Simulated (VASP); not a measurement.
The system is ScAl3.

```
Sc Al
1.0
     4.08781    0.00000    0.00000
     0.00000    4.08781    0.00000
     0.00000    0.00000    4.08781
Sc Al
1 3
Cartesian
  0.0000 0.0000 0.0000
  2.0439 0.0000 2.0439
  0.0000 2.0439 2.0439
  2.0439 2.0439 0.0000
```

| Quantity | Value |
| --- | --- |
| Program | VASP 6.6.1 |
| Task | relaxation of cell and atoms |
| Functional | RPBE |
| Potentials or basis | VASP PAW PBE potentials, release 64 (Sc_sv, Al) |
| Cutoff | 600 eV |
| k mesh | 6 × 6 × 6 |
| Occupations | methfessel-paxton, width 0.05 eV |
| Spin | no spin polarisation |

At the start: pressure 3.1 GPa; volume 17.08 Å³/atom.

**Question.** Where does the relaxation end?

**Answer.** Over 3 steps the energy falls by 5.6 meV/atom and the volume is 17.67 Å³/atom (+3.5 %); space group Pm-3m (No. 221, to 0.1 Å) before and after.

Step by step:
```tsv
step	energy change (eV)	largest force (eV/Å)	pressure (GPa)	volume (Å³)
1	0.0000	0.0000	3.10	68.31
2	-0.0192	0.0000	-1.08	71.63
3	-0.0224	0.0000	0.01	70.69
```

Final structure:
```xyz
4
Lattice="4.1347 0.0000 0.0000 0.0000 4.1347 0.0000 0.0000 0.0000 4.1347" Properties=species:S:1:pos:R:3 pbc="T T T"
Sc    0.0000    0.0000    0.0000
Al    2.0674    0.0000    2.0674
Al    0.0000    2.0674    2.0674
Al    2.0674    2.0674    0.0000
```

Caveat: the PAW data sets were made with another functional, which shifts forces and pressure a little.
